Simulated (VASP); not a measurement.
# Al (I4/mmm) in VASP: further runs

The runs below take Al through single point, with LDA.

All numbers are computed with VASP 6.6.1; they aren't measurements. Logs are shortened: lines on timing, memory, paths and dates and some standing lists are left out, and cuts for length are marked.

### Step 1. The cell of the first run

It takes space group I4/mmm (No. 139, tetragonal). Conventional cell: a = 3.103 Å, b = 3.103 Å, c = 3.262 Å, α = 90.00°, β = 90.00°, γ = 90.00°. Al (site symmetry 4/mmm) has 14 Al at 2.73 to 3.26 Å within 3.6 Å.

### Step 2. Single point, LDA (strain -0.025 along x and y, +0.025 along z)

Contents of INCAR:

```
SYSTEM = Al
PREC = Accurate ; ENCUT = 520
EDIFF = 1E-6 ; ISMEAR = 0
SIGMA = 0.15 ; LREAL = .False.
LASPH = .True. ; NELM = 60
ALGO = Fast ; ISIF = 2
LWAVE = .False. ; LCHARG = .False.
NBANDS = 8
```

Contents of KPOINTS:

```
Automatic mesh
0
Gamma
  20 20 20
  0 0 0
```

Contents of POSCAR:

```
Al
1.0
   -1.5514382228      1.5514382228      1.6309991572
    1.5514382228     -1.5514382228      1.6309991572
    1.5514382228      1.5514382228     -1.6309991572
Al
1
Direct
    0.0000000000      0.0000000000      0.0000000000
```

Potentials or basis: VASP PAW LDA potentials, release 64 (Al).

Launch:

```
cat potpaw_LDA.64/Al/POTCAR > POTCAR
mpirun -np 1 vasp_std > vasp.out
```

OUTCAR:

```text
SYSTEM = Al
   PREC = Accurate
   ENCUT = 520
   EDIFF = 1E-6
   ISMEAR = 0
   LREAL = .False.
   LASPH = .True.
   NELM = 60
   ISIF = 2

 ion  position               nearest neighbor table
   1  0.000  0.000  0.000-

  LATTYP: Found a body centered tetragonal cell.
 ALAT       =     3.1028764456
 C/A-ratio  =     1.0512820512

  Lattice vectors:

 A1 = (  -1.5514382228,   1.5514382228,   1.6309991572)
 A2 = (   1.5514382228,  -1.5514382228,   1.6309991572)
 A3 = (   1.5514382228,   1.5514382228,  -1.6309991572)

Analysis of symmetry for initial positions (statically):
=====================================================================
 Subroutine PRICEL returns:
 Original cell was already a primitive cell.

 Routine SETGRP: Setting up the symmetry group for a
 body centered tetragonal supercell.

 Subroutine GETGRP returns: Found 16 space group operations
 (whereof 16 operations were pure point group operations)
 out of a pool of 16 trial point group operations.

The static configuration has the point symmetry D_4h.

Analysis of symmetry for dynamics (positions and initial velocities):
=====================================================================
 Subroutine PRICEL returns:
 Original cell was already a primitive cell.

 Routine SETGRP: Setting up the symmetry group for a
 body centered tetragonal supercell.

 Subroutine GETGRP returns: Found 16 space group operations
 (whereof 16 operations were pure point group operations)
 out of a pool of 16 trial point group operations.

The dynamic configuration has the point symmetry D_4h.

 Subroutine INISYM returns: Found 16 space group operations
 (whereof 16 operations are pure point group operations),
 and found     1 'primitive' translations

----------------------------------------------------------------------------------------

                                     Primitive cell

  volume of cell :      15.7030

  direct lattice vectors                    reciprocal lattice vectors
    -1.551438223  1.551438223  1.630999157     0.000000000  0.322281605  0.306560551
     1.551438223 -1.551438223  1.630999157     0.322281605  0.000000000  0.306560551
     1.551438223  1.551438223 -1.630999157     0.322281605  0.322281605  0.000000000

  length of vectors
     2.733876253  2.733876253  2.733876253     0.444797487  0.444797487  0.455775016

  position of ions in fractional coordinates (direct lattice)
     0.000000000  0.000000000  0.000000000

  ion indices of the primitive-cell ions
   primitive index   ion index
                 1           1

----------------------------------------------------------------------------------------

 KPOINTS: Automatic mesh

Automatic generation of k-mesh.
 Grid dimensions read from file:
 generate k-points for:   20   20   20

 Generating k-lattice:

  Cartesian coordinates                     Fractional coordinates (reciprocal lattice)
     0.000000000  0.016114080  0.015328028     0.050000000  0.000000000 -0.000000000
     0.016114080  0.000000000  0.015328028     0.000000000  0.050000000 -0.000000000
     0.016114080  0.016114080  0.000000000     0.000000000  0.000000000  0.050000000

  Length of vectors
     0.022239874  0.022239874  0.022788751

  Shift w.r.t. Gamma in fractional coordinates (k-lattice)
     0.000000000  0.000000000  0.000000000

 Subroutine IBZKPT returns following result:
 ===========================================

 Found    641 irreducible k-points:

 Following reciprocal coordinates:
            Coordinates               Weight
  0.000000  0.000000  0.000000      1.000000
  0.050000  0.000000 -0.000000      8.000000
  0.100000  0.000000 -0.000000      8.000000
  0.150000  0.000000 -0.000000      8.000000
  0.200000  0.000000 -0.000000      8.000000
  0.250000  0.000000  0.000000      8.000000
[... 16 lines left out ...]
 -0.400000  0.050000  0.000000     16.000000
 -0.350000  0.050000  0.000000     16.000000
 [... further k-points ...]
   k-points           NKPTS =    641   k-points in BZ     NKDIM =    641   number of bands    NBANDS=      8
   number of dos      NEDOS =    301   number of ions     NIONS =      1
   total plane-waves  NPLWV =   8000
   dimension x,y,z NGX =    20 NGY =   20 NGZ =   20
   dimension x,y,z NGXF=    40 NGYF=   40 NGZF=   40
   ions per type =               1
   NGX,Y,Z   is equivalent  to a cutoff of  12.16, 12.16, 12.16 a.u.
   NGXF,Y,Z  is equivalent  to a cutoff of  24.32, 24.32, 24.32 a.u.
 SYSTEM =  Al
   PREC   = accura    normal or accurate (medium, high low for compatibility)
   ISTART =      0    job   : 0-new  1-cont  2-samecut
   ICHARG =      2    charge: 1-file 2-atom 10-const
   ISPIN  =      1    spin polarized calculation?
   LNONCOLLINEAR =      F non collinear calculations
   LSORBIT =      F    spin-orbit coupling
   LASPH  =      T    aspherical Exc in radial PAW
   ENCUT  =  520.0 eV  38.22 Ry    6.18 a.u.   5.08  5.08  5.08*2*pi/ulx,y,z
   NELM   =     60;   NELMIN=  2; NELMDL= -5     # of ELM steps
   EDIFF  = 0.1E-05   stopping-criterion for ELM
   LREAL  =      F    real-space projection
[... 7 lines left out ...]
   TEBEG  =    0.0;   TEEND  =   0.0 temperature during run
   PSTRESS=    0.0 pullay stress
   NELECT =       3.0000    total number of electrons
   NUPDOWN=      -1.0000    fix difference up-down
   EMIN   =  10.00;   EMAX   =-10.00  energy-range for DOS
   EFERMI =   0.00;   METHOD = LEGACY
   ISMEAR =     0;   SIGMA  =   0.15  broadening in eV -4-tet -1-fermi 0-gaus
   EFERMI_NEDOS =   21; number of points for ismear=-14 and -15
   IALGO  =     68    algorithm
   IMIX   =      4    mixing-type and parameters
     AMIX     =   0.40;   BMIX     =  1.00
     AMIX_MAG =   1.60;   BMIX_MAG =  1.00
  volume/ion in A,a.u.               =      15.70       105.97
  Fermi-wavevector in a.u.,A,eV,Ry     =   0.942875  1.781776 12.095772  0.889014
  Thomas-Fermi vector in A             =   2.070528
   LORBIT       =      0    0 simple, 1 ext, 2 COOP (PROOUT), +10 PAW based schemes
   GGA     = CA    functional components
   LHFCALC =     F    Hartree Fock is set to
   AEXX    =    0.0000 exact exchange contribution
   IVDW    =     0    specifies the selected vdW correction
   LEPSILON=     F    determine dielectric tensor
   LRPA    =     F    only Hartree local field effects (RPA)
 non-spin polarized calculation
 RMM-DIIS sequential band-by-band and
 Gauss-broadening in eV      SIGMA  =   0.15
  energy-cutoff  :      520.00
  volume of cell :       15.70
 maximum number of plane-waves:       436
   NGX = 11   NGY = 11   NGZ = 11

 number of electron       3.0000000 magnetization

 Free energy of the ion-electron system (eV)
  ---------------------------------------------------
  ext. energy  EPLUGINS =         0.00000000
  ---------------------------------------------------
  free energy    TOTEN  =        -4.09299664 eV

  energy without entropy =       -4.08756406  energy(sigma->0) =       -4.09028035

 E-fermi :   8.3104     XC(G=0): -10.5318

 val. band max:        8.2981474876   @ k =  -0.2500   0.4000   0.2500
 cond. band min:       8.3104658814   @ k =  -0.4000   0.5000   0.3000
 fundamental gap:      0.0123183938
 Fermi energy:         8.3104216934

 k-point     1 :       0.0000    0.0000    0.0000
  band No.  band energies     occupation
      1      -3.1262      2.00000
      2      21.4567      0.00000
      3      21.4567      0.00000
      4      22.6204      0.00000
      5      23.1656      0.00000
      6      23.5485      0.00000
      7      23.5485      0.00000
      8      24.2712      0.00000

 k-point     2 :       0.0500    0.0000   -0.0000
  band No.  band energies     occupation
      1      -3.0532      2.00000
      2      20.5172      0.00000
      3      21.0624      0.00000
      4      22.1684      0.00000
      5      23.0192      0.00000
      6      23.6097      0.00000
      7      24.1878      0.00000
      8      24.2107      0.00000

 k-point     3 :       0.1000    0.0000   -0.0000
  band No.  band energies     occupation
      1      -2.8343      2.00000
      2      18.6507      0.00000
      3      20.3069      0.00000
      4      21.3849      0.00000
      5      22.3645      0.00000
      6      23.6149      0.00000
      7      24.2697      0.00000
      8      25.0696      0.00000

 k-point     4 :       0.1500    0.0000   -0.0000
  band No.  band energies     occupation
      1      -2.4702      2.00000
      2      16.5733      0.00000
      3      19.5421      0.00000
      4      20.5288      0.00000
      5      21.6776      0.00000
      6      23.0160      0.00000
      7      24.7314      0.00000
      8      25.2457      0.00000

 k-point     5 :       0.2000    0.0000   -0.0000
  band No.  band energies     occupation
      1      -1.9622      2.00000
      2      14.4939      0.00000
      3      18.8561      0.00000
      4      19.7079      0.00000
      5      21.0212      0.00000
      6      22.3710      0.00000
      7      25.1589      0.00000
      8      25.7697      0.00000
[... 177 lines left out ...]
 k-point    22 :      -0.4500    0.0500    0.0000
  band No.  band energies     occupation
      1       2.1336      2.00000
      2       6.2647      2.00000
      3      16.1013      0.00000
      4      17.2074      0.00000
      5      19.7262      0.00000
      6      21.0750      0.00000
      7      27.0000      0.00000
      8      30.4993      0.00000

 k-point    23 :      -0.4000    0.0500    0.0000
  band No.  band energies     occupation
      1       1.0034      2.00000
      2       7.8953      1.99991
      3      16.4171      0.00000
      4      17.3840      0.00000
      5      20.0227      0.00000
      6      21.2299      0.00000
      7      26.2115      0.00000
      8      29.7365      0.00000

 k-point    24 :      -0.3500    0.0500    0.0000
  band No.  band energies     occupation
      1       0.0045      2.00000
      2       9.6460      0.00000
      3      16.8586      0.00000
      4      17.6805      0.00000
      5      20.4360      0.00000
      6      21.4809      0.00000
      7      25.5265      0.00000
      8      28.7884      0.00000

 [... further k-points ...]
[... 5 lines left out ...]
  --------------------------------------------------------------------------------------
  -------------------------------------------------------------------------------------
  Total        0.1649906      0.1649906      0.4214759      0.0000000      0.0000000      0.0000000
  in kB       16.8339938     16.8339938     43.0031859      0.0000000      0.0000000      0.0000000
  external PRESSURE =      25.5570579 kB  Pullay stress =       0.0000000 kB

 VOLUME and BASIS-vectors are now :
 -----------------------------------------------------------------------------
  energy-cutoff  :      520.00
  volume of cell :       15.70
      direct lattice vectors                 reciprocal lattice vectors
    -1.551438223  1.551438223  1.630999157     0.000000000  0.322281605  0.306560551
     1.551438223 -1.551438223  1.630999157     0.322281605  0.000000000  0.306560551
     1.551438223  1.551438223 -1.630999157     0.322281605  0.322281605  0.000000000

 POSITION                                       TOTAL-FORCE (eV/Angst)
 -----------------------------------------------------------------------------------
      0.00000      0.00000      0.00000         0.000000      0.000000      0.000000
 -----------------------------------------------------------------------------------
    total drift:                                0.000000      0.000000      0.000000

  FREE ENERGIE OF THE ION-ELECTRON SYSTEM (eV)
  ---------------------------------------------------
  free  energy   TOTEN  =        -4.0929966371 eV

  energy  without entropy=       -4.0875640557  energy(sigma->0) =       -4.09028035
```

Run time: 52 s. Hardware: 1 thread of AMD EPYC 7R13, shared host; peak memory 0.14 GiB.

Results:

```yaml
Free_energy: -4.0930 eV
Pressure: 2.6 GPa
Band_gap_on_the_k_mesh: zero (an odd number of electrons rules out a gap without spin polarisation)
```

Stress tensor (GPa, compression positive):
```
1.68 0.00 0.00
0.00 1.68 0.00
0.00 0.00 4.30
```

Caveat: the cell differs from its parent crystal (strain -0.025 along x and y, +0.025 along z).

[end of part 1 of 2]
